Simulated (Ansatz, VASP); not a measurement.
**CsHCl in VASP and in Ansatz**

```xyz
6
Lattice="4.6461 0.0000 0.0000 0.0000 4.6461 0.0000 0.0000 0.0000 7.6533" Properties=species:S:1:pos:R:3 pbc="T T T"
Cl    1.1615    1.1615    4.9946
Cl    3.4846    3.4846    2.6588
Cs    1.1615    1.1615    1.6003
Cs    3.4846    3.4846    6.0530
H     3.4846    1.1615    0.0000
H     1.1615    3.4846    0.0000
```

Alike in both runs: task single point; functional r2SCAN; k mesh 7 × 7 × 5; no spin polarisation.

|  | VASP | Ansatz |
| --- | --- | --- |
| version | VASP 6.6.1 | Ansatz 0.2.0 |
| potentials or method | VASP PAW PBE potentials, release 64 (Cl, Cs_sv, H), cutoff 520 eV | PAW plane waves |
| occupations | fermi-dirac, width 0.1 eV | fermi-dirac |
| valence electrons in the cell | 34 | 34 |

VASP gave:

| Property | Result |
| --- | --- |
| pressure (GPa) | 0.5 |
| traceless stress, the component that is largest in VASP (GPa) | -1.61 |
| rms of the force components (eV/Å) | 0.194 |

Q: Estimate Ansatz's values.

A: Pressure (GPa): 0.4; traceless stress, the component that is largest in VASP (GPa): -1.61; rms of the force components (eV/Å): 0.193.

VASP's potentials were made for PBE, not for r2SCAN. Atom by atom the forces differ by 0.002 eV/Å (rms over components).

Neither program's run includes spin-orbit coupling.
